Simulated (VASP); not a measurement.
# TiO2 (R-3m) in VASP: settings compared, part 2 of 2

VASP 6.6.1.

**4. Single point, LDA**

This run uses another cell than the first one, of 18.44 Å³/atom, 1.020 times its volume.

The input, INCAR:

```
SYSTEM = TiO2
PREC = Accurate
ENCUT = 520
EDIFF = 1E-6
ISMEAR = -1
SIGMA = 0.05
LREAL = .False.
LASPH = .True.
NELM = 80
ALGO = Normal
ISIF = 2
LWAVE = .False.
LCHARG = .False.
NBANDS = 19
```

The input, KPOINTS:

```
regular mesh
0
Gamma
  10 10 10
  0 0 0
```

The input, POSCAR:

```
TiO2
1.0
    1.5072475912      0.8702098024      7.0277811357
   -1.5072475912      0.8702098024      7.0277811357
    0.0000000000     -1.7404196050      7.0277811357
Ti O
1 2
Direct
    0.0000000000      0.0000000000      0.0000000000
    0.3795330000      0.3795330000      0.3795330000
    0.6204670000      0.6204670000      0.6204670000
```

Potentials or basis: VASP PAW LDA potentials, release 64 (Ti_sv, O).

Started as:

```bash
cat potpaw_LDA.64/Ti_sv/POTCAR potpaw_LDA.64/O/POTCAR > POTCAR
mpirun -np 1 vasp_std > vasp.out
```

OUTCAR:

```text
SYSTEM = TiO2
   PREC = Accurate
   ENCUT = 520
   EDIFF = 1E-6
   ISMEAR = -1
   LREAL = .False.
   LASPH = .True.
   NELM = 80
   ISIF = 2

 ion  position               nearest neighbor table
   1  0.000  0.000  0.000-   3 1.99   2 1.99   3 1.99   3 1.99   2 1.99   2 1.99
   2  0.380  0.380  0.380-   1 1.99   1 1.99   1 1.99
   3  0.620  0.620  0.620-   1 1.99   1 1.99   1 1.99

  LATTYP: Found a trigonal (rhomboedric) cell.
 ALAT       =     7.2400806689
 COS(alpha) =     0.9133213014

  Lattice vectors:
[... 194 lines left out ...]
      5     -18.5478      2.00000
      6     -16.7974      2.00000
[... 505 lines left out ...]
      6     -17.1679      2.00000
[... 11 lines left out ...]
     18       8.7563      0.00000
     19      10.2655      0.00000

 [... further k-points ...]
[... 5 lines left out ...]
  --------------------------------------------------------------------------------------
  -------------------------------------------------------------------------------------
  Total       -3.6854209     -3.6854209     -2.0307633      0.0000000      0.0000000      0.0000000
  in kB     -106.7627212   -106.7627212    -58.8290519      0.0000000      0.0000000      0.0000000
  external PRESSURE =     -90.7848314 kB  Pullay stress =       0.0000000 kB

 VOLUME and BASIS-vectors are now :
 -----------------------------------------------------------------------------
  energy-cutoff  :      520.00
  volume of cell :       55.31
      direct lattice vectors                 reciprocal lattice vectors
     1.507247591  0.870209802  7.027781136     0.331730502  0.191524695  0.047430807
    -1.507247591  0.870209802  7.027781136    -0.331730502  0.191524695  0.047430807
     0.000000000 -1.740419605  7.027781136     0.000000000 -0.383049389  0.047430807

 POSITION                                       TOTAL-FORCE (eV/Angst)
 -----------------------------------------------------------------------------------
      0.00000      0.00000      0.00000         0.000000      0.000000      0.000000
      0.00000     -0.00000      8.00182         0.000000      0.000000     -1.012885
      0.00000     -0.00000     13.08152         0.000000     -0.000000      1.012885
 -----------------------------------------------------------------------------------
    total drift:                                0.000000      0.000000     -0.000000

  FREE ENERGIE OF THE ION-ELECTRON SYSTEM (eV)
  ---------------------------------------------------
  free  energy   TOTEN  =       -28.7246221099 eV

  energy  without entropy=      -28.7246221099  energy(sigma->0) =      -28.72462211
```

OSZICAR:

```text
N       E                     dE             d eps       ncg     rms          rms(c)
DAV:   1     0.262591493087E+03    0.26259E+03   -0.12572E+04  4408   0.130E+03
DAV:   2    -0.100537182002E+02   -0.27265E+03   -0.26033E+03  5205   0.373E+02
DAV:   3    -0.357716446988E+02   -0.25718E+02   -0.25429E+02  5283   0.124E+02
DAV:   4    -0.370085516805E+02   -0.12369E+01   -0.12349E+01  6675   0.241E+01
DAV:   5    -0.370284915662E+02   -0.19940E-01   -0.19938E-01  5127   0.300E+00    0.210E+01
DAV:   6    -0.298110434603E+02    0.72174E+01   -0.44609E+01  5331   0.747E+01    0.104E+01
DAV:   7    -0.290108700678E+02    0.80017E+00   -0.13875E+01  4874   0.326E+01    0.673E+00
DAV:   8    -0.287480904347E+02    0.26278E+00   -0.93999E-01  4641   0.106E+01    0.265E+00
DAV:   9    -0.287866853227E+02   -0.38595E-01   -0.57804E-01  5575   0.702E+00    0.228E+00
DAV:  10    -0.287302633924E+02    0.56422E-01   -0.23790E-01  5008   0.482E+00    0.775E-01
DAV:  11    -0.287242521686E+02    0.60112E-02   -0.29093E-02  5209   0.198E+00    0.148E-01
DAV:  12    -0.287242691628E+02   -0.16994E-04   -0.19297E-03  5063   0.493E-01    0.109E-01
DAV:  13    -0.287246438450E+02   -0.37468E-03   -0.68129E-04  4742   0.225E-01    0.120E-01
DAV:  14    -0.287246373180E+02    0.65271E-05   -0.12564E-03  4891   0.348E-01    0.459E-02
DAV:  15    -0.287246202974E+02    0.17021E-04   -0.93768E-05  4926   0.816E-02    0.600E-03
DAV:  16    -0.287246238515E+02   -0.35541E-05   -0.64705E-06  5160   0.228E-02    0.123E-02
DAV:  17    -0.287246222288E+02    0.16227E-05   -0.45602E-06  4314   0.241E-02    0.380E-03
DAV:  18    -0.287246221099E+02    0.11886E-06   -0.54824E-07  2822   0.737E-03
   1 F= -.28724622E+02 E0= -.28724622E+02  d E =-.308148E-11
```

stdout:

```text
POSCAR found type information on POSCAR TiO
 POSCAR found :  2 types and       3 ions
 scaLAPACK will be used
 LDA part: xc-table for (Slater(with rela. corr.)+CA(PZ))
 , standard interpolation
 POSCAR, INCAR and KPOINTS ok, starting setup
 FFT: planning ... GRIDC
 FFT: planning ... GRID_SOFT
 FFT: planning ... GRID
 WAVECAR not read
 entering main loop
```

Run time: 6.7 min. Hardware: 1 thread of AMD EPYC 9R45 (Zen 5), shared host; peak memory 0.34 GiB.

Results:

| Item | Value |
| --- | --- |
| Free energy | -28.7246 eV |
| Pressure | -9.1 GPa |
| Largest force | 1.013 eV/Å |
| Band gap on the k mesh | 2.53 eV, indirect (least direct gap 2.72 eV) |

Forces on the atoms (eV/Å):
```
Ti   0.000  0.000  0.000
O    0.000  0.000 -1.013
O    0.000  0.000  1.013
```

Stress tensor (GPa, compression positive):
```
-10.68   0.00   0.00
  0.00 -10.68   0.00
  0.00   0.00  -5.88
```

Levels at points of the mesh, in eV from the valence-band top:
| k point | band 10 | band 11 | band 12 | band 13 | band 14 | band 15 |
| --- | --- | --- | --- | --- | --- | --- |
| (0.00, 0.00, 0.00) | -0.61 | -0.18 | -0.18 | 2.53 | 2.53 | 4.20 |
| (0.50, 0.00, 0.00) | -1.65 | -1.20 | -0.64 | 2.78 | 3.54 | 3.62 |
| (0.50, 0.50, 0.00) | -1.66 | -1.20 | -0.63 | 2.78 | 3.54 | 3.62 |
| (0.50, 0.50, 0.50) | -0.66 | -0.18 | -0.18 | 2.53 | 2.53 | 4.21 |

Caveat: forces of over 1 eV/Å act on the atoms, so gaps and moduli don't describe the material at rest.

**5. Single point, PBEsol**

This run uses another cell than the first one, of 18.44 Å³/atom, 1.020 times its volume.

The input, INCAR:

```
SYSTEM = TiO2
  PREC = Accurate
  ENCUT = 520
  EDIFF = 1E-7
  ISMEAR = -1
  SIGMA = 0.05
  LREAL = .FALSE.
  LASPH = .TRUE.
  NELM = 100
  ALGO = Normal
  ISIF = 2
  LWAVE = .FALSE.
  LCHARG = .FALSE.
  GGA = PS
  NBANDS = 19
```

The input, KPOINTS:

```
Automatic mesh
0
G
  10 10 10
  0 0 0
```

POSCAR is that of step 4.

Potentials or basis: VASP PAW PBE potentials, release 64 (Ti_sv, O).

Started as:

```bash
cat potpaw_PBE.64/Ti_sv/POTCAR potpaw_PBE.64/O/POTCAR > POTCAR
mpirun -np 1 vasp_std > vasp.out
```

Run time: 6.7 min. Hardware: 1 thread of AMD EPYC 9R45 (Zen 5), shared host; peak memory 0.42 GiB.

It converged, with:

| Quantity | Value |
| --- | --- |
| Free energy | -27.5982 eV |
| Pressure | -6.1 GPa |
| Largest force | 0.652 eV/Å |
| Band gap on the k mesh | 2.58 eV, indirect (least direct gap 2.77 eV) |

Forces on the atoms (eV/Å):
```
Ti   0.000  0.000  0.000
O    0.000  0.000 -0.652
O    0.000  0.000  0.652
```

Stress tensor (GPa, compression positive):
```
-7.29  0.00  0.00
 0.00 -7.29  0.00
 0.00  0.00 -3.84
```

Levels at points of the mesh, in eV from the valence-band top:
```tsv
k point	band 8	band 9	band 10	band 11	band 12	band 13	band 14	band 15	band 16	band 17
(0.00, 0.00, 0.00)	-3.55	-3.55	-0.59	-0.19	-0.19	2.58	2.58	4.24	6.68	6.68
(0.50, 0.00, 0.00)	-2.72	-2.54	-1.65	-1.21	-0.64	2.83	3.59	3.66	6.12	6.57
(0.50, 0.50, 0.00)	-2.72	-2.55	-1.65	-1.21	-0.63	2.83	3.59	3.66	6.11	6.57
(0.50, 0.50, 0.50)	-3.55	-3.55	-0.64	-0.19	-0.19	2.58	2.58	4.25	6.68	6.68
```

Caveat: the PAW data sets were made with another functional, which shifts forces and pressure a little. A k mesh can miss the band edges.

**6. Summary**

| level | potentials or basis | cell | gap on the mesh (eV) | pressure (GPa) | largest force (eV/Å) |
| --- | --- | --- | --- | --- | --- |
| PBEsol | VASP PAW PBE potentials, release 64 (Ti_sv, O) | a = 7.192 Å, angles 24.0°, 3 atoms | 2.64 | -3.9 | 0.38 |
| LDA | VASP PAW LDA potentials, release 64 (Ti_sv, O) | a = 7.240 Å, angles 24.0°, 3 atoms | 2.53 | -9.1 | 1.01 |
| PBEsol | VASP PAW PBE potentials, release 64 (Ti_sv, O) | a = 7.240 Å, angles 24.0°, 3 atoms | 2.58 | -6.1 | 0.65 |

Alike in all rows: task single point; no spin polarisation; k mesh 10 × 10 × 10; cutoff (eV) 520; smearing fermi-dirac 0.05 eV.

Caveats: the PAW data sets were made with another functional, which shifts forces and pressure a little (some runs); forces of over 1 eV/Å act on the atoms, so gaps and moduli don't describe the material at rest (some runs).

Absolute energies hang on the potentials; compare differences alone.
